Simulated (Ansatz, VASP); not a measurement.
PbSe in VASP and in Ansatz

```
CELL_PARAMETERS angstrom
0.00000 3.08870 3.08870
3.08870 0.00000 3.08870
3.08870 3.08870 0.00000
ATOMIC_POSITIONS crystal
Pb 0.00000 0.00000 0.00000
Se 0.50000 0.50000 0.50000
```

Alike in both runs: task single point; functional PBE; k mesh 6 × 6 × 6; no spin polarisation.

|  | VASP | Ansatz |
| --- | --- | --- |
| version | VASP 6.6.1 | Ansatz 0.2.0 |
| potentials or method | VASP PAW PBE potentials, release 64 (Pb_d, Se) | plane waves, PAW |
| plane-wave cutoff (eV) | 520 | 420 |
| occupations | gaussian, width 0.01 eV | fixed |
| valence electrons in the cell | 20 | 30 |

|  | VASP | Ansatz | Ansatz less VASP |
| --- | --- | --- | --- |
| gap on the k mesh at the Fermi level (eV) | 0.38 | 0.38 | -0.005 |
| pressure (GPa) | 0.9 | 0.9 | +0.02 |

VASP's potentials hold 20 valence electrons a cell and Ansatz's 30, so a difference there can come from the potentials and not from the codes.

Neither program's run includes spin-orbit coupling.
